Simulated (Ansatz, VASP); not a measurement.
## PbSe in VASP and in Ansatz

The input POSCAR:

```
PbSe
1.0
    0.0000000000      3.0696893648      3.0696893648
    3.0696893648      0.0000000000      3.0696893648
    3.0696893648      3.0696893648      0.0000000000
Pb Se
1 1
Direct
    0.0000000000      0.0000000000      0.0000000000
    0.5000000000      0.5000000000      0.5000000000
```

File INCAR.step1:

```
SYSTEM = PbSe
PREC = Accurate
ENCUT = 520
EDIFF = 1E-5
ISMEAR = 1
SIGMA = 0.5
LREAL = .False.
LASPH = .True.
NELM = 80
ALGO = Normal
ISIF = 2
LWAVE = .True.
NBANDS = 17
GGA = PE
```

INCAR.step2

```
SYSTEM = PbSe
PREC = Accurate
ENCUT = 520
EDIFF = 1E-6
ISMEAR = 1
SIGMA = 0.5
LREAL = .False.
LASPH = .True.
NELM = 80
ALGO = Normal
ISIF = 2
LWAVE = .False.
LCHARG = .True.
GGA = PE
LHFCALC = .True.
HFSCREEN = 0.2079
PRECFOCK = Normal
LELF = .True.
LVHAR = .True.
NBANDS = 17
ISTART = 1
```

File KPOINTS:

```
Automatic mesh
0
Gamma
  4 4 4
  0 0 0
```

Input for Ansatz:

```yaml
crystal:
  lattice:
    - [0.0, 3.0696893648, 3.0696893648]
    - [3.0696893648, 0.0, 3.0696893648]
    - [3.0696893648, 3.0696893648, 0.0]
  atoms:
    - { symbol: Pb, position: [0.0, 0.0, 0.0] }
    - { symbol: Se, position: [0.5, 0.5, 0.5] }
kpoints:
  mp_grid: { grid: [4, 4, 4] }
hamiltonian:
  xc: hse06
scf:
  occupations: { method: cold, width: 0.5 }
  n_extra_bands: 4
output:
  forces: true
  stress: true
  eigenvalues: true
```

Alike in both runs: task single point; functional HSE06; k mesh 4 × 4 × 4; no spin polarisation.

|  | VASP | Ansatz |
| --- | --- | --- |
| version | VASP 6.6.1 | Ansatz 0.2.0 |
| potentials or method | VASP PAW PBE potentials, release 64 (Pb_d, Se) | plane waves |
| plane-wave cutoff (eV) | 520 | 420 |
| occupations | methfessel-paxton of order 1, width 0.5 eV | cold, width 0.5 eV |
| valence electrons in the cell | 20 | 30 |

|  | VASP | Ansatz | Ansatz less VASP |
| --- | --- | --- | --- |
| pressure (GPa) | 0.7 | 0.7 | -0.02 |

VASP's potentials hold 20 valence electrons a cell and Ansatz's 30, so a difference there can come from the potentials and not from the codes. Ansatz's warnings: stress exchange threshold loose, stress scf threshold loose.

The k mesh is coarse, so the values compare programs but aren't converged. Spin-orbit coupling is off throughout.
